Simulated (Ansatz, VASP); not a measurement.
# One calculation of SiAu3, two programs

File INCAR:

```
  PREC = Accurate
  ENCUT = 520
  EDIFF = 1E-6
  ISMEAR = -1
  SIGMA = 0.1
  LREAL = False
  LASPH = True
  NELM = 100
  ALGO = Normal
  ISIF = 2
  LWAVE = False
  LCHARG = False
  GGA = PE
  NBANDS = 26
```

File KPOINTS:

```
regular mesh
0
Gamma
  6 6 6
```

Contents of POSCAR:

```
SiAu3
1.0
    0.0000000000      3.4122308831      3.4122308831
    3.4122308831      0.0000000000      3.4122308831
    3.4122308831      3.4122308831      0.0000000000
Si Au
1 3
Direct
    0.0000000000      0.0000000000      0.0000000000
    0.2500000000      0.2500000000      0.2500000000
    0.7500000000      0.7500000000      0.7500000000
    0.5000000000      0.5000000000      0.5000000000
```

Input for Ansatz:

```yaml
crystal:
  lattice:
    - [0.0, 3.412230883050327, 3.412230883050327]
    - [3.412230883050327, 0.0, 3.412230883050327]
    - [3.412230883050327, 3.412230883050327, 0.0]
  atoms:
    - { symbol: Si, position: [0.0, 0.0, 0.0] }
    - { symbol: Au, position: [0.25, 0.25, 0.25] }
    - { symbol: Au, position: [0.75, 0.75, 0.75] }
    - { symbol: Au, position: [0.5, 0.5, 0.5] }
basis:
  ecutwfc: 550.0
kpoints:
  mp_grid:
    grid: [6, 6, 6]
hamiltonian:
  xc: pbe
scf:
  max_iter: 80
  occupations:
    method: fermi_dirac
    width: 0.1
output:
  stress: true
```

Alike in both runs: task single point; functional PBE; k mesh 6 × 6 × 6; occupations fermi-dirac, width 0.1 eV; no spin polarisation.

```csv
,VASP,Ansatz
version,VASP 6.6.1,Ansatz 0.2.0
potentials or method,"VASP PAW PBE potentials, release 64 (Si, Au), cutoff 520 eV","plane waves, PAW"
valence electrons in the cell,37,61
```

Ansatz gave:

- pressure (GPa): -10.3

Problem. Estimate VASP's values.

Solution. Pressure (GPa): -10.4.

VASP's potentials hold 37 valence electrons a cell and Ansatz's 61, so a difference there can come from the potentials and not from the codes.

Neither program's run includes spin-orbit coupling.
